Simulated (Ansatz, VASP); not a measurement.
# One calculation of Pt, two programs

Contents of INCAR:

```
SYSTEM = Pt
PREC     = Accurate       ! precision mode
ENCUT    = 520            ! plane-wave cutoff, eV
EDIFF    = 1E-6           ! SCF threshold, eV
ISMEAR   = 0              ! smearing method
SIGMA    = 0.15           ! smearing width, eV
LREAL    = .False.        ! projectors in reciprocal space
LASPH    = .True.         ! aspherical terms in the spheres
NELM     = 60             ! most SCF steps
ALGO     = Fast           ! electronic algorithm
ISIF     = 2              ! what is computed and relaxed
LWAVE    = .False.        ! write WAVECAR
LCHARG   = .False.        ! write CHGCAR
GGA      = PS             ! functional
NBANDS   = 11             ! bands
```

The input KPOINTS:

```
regular mesh
0
Gamma
  22 22 22
  0 0 0
```

The input POSCAR:

```
Pt
1.0
   -1.4058923413      1.6277529323      1.6277529323
    1.6277529323     -1.4058923413      1.6277529323
    1.6277529323      1.6277529323     -1.4058923413
Pt
1
Direct
    0.0000000000      0.0000000000      0.0000000000
```

Input for Ansatz:

```yaml
crystal:
  lattice:
    - [-1.4058923413, 1.6277529323, 1.6277529323]
    - [1.6277529323, -1.4058923413, 1.6277529323]
    - [1.6277529323, 1.6277529323, -1.4058923413]
  atoms:
    - { symbol: Pt, position: [0.0, 0.0, 0.0] }
basis:
  ecutwfc: 420
kpoints:
  mp_grid: { grid: [22, 22, 22] }
hamiltonian:
  xc: pbesol
  pseudopotentials: { kind: paw, azcp: { folder: soft_1 } }
scf:
  occupations: { method: gaussian, width: 0.15 }
output:
  forces: true
  stress: true
  eigenvalues: true
```

Alike in both runs: task single point; functional PBEsol; k mesh 22 × 22 × 22; occupations gaussian, width 0.15 eV; no spin polarisation.

|  | VASP | Ansatz |
| --- | --- | --- |
| version | VASP 6.6.1 | Ansatz 0.2.0 |
| potentials or method | VASP PAW PBE potentials, release 64 (Pt), cutoff 520 eV | scalar-relativistic, plane waves, PAW |
| valence electrons in the cell | 10 | 18 |

Ansatz gave:

```
gap on the k mesh at the Fermi level (eV)                     : none
pressure (GPa)                                                : -14.9
traceless stress, the component that is largest in VASP (GPa) : -4.35
```

Question: Estimate VASP's values.

Answer: gap on the k mesh at the Fermi level (eV): none; pressure (GPa): -15.2; traceless stress, the component that is largest in VASP (GPa): -4.33.

VASP's potentials were made for PBE, not for PBEsol, and Ansatz warns of the same on its side. A gap of «none» marks a metal or a gap that the smearing closes. The functional is the same, so the differences come from potentials, cutoffs and numerics. VASP's potentials hold 10 valence electrons a cell and Ansatz's 18, so a difference there can come from the potentials and not from the codes.

Neither program's run includes spin-orbit coupling.
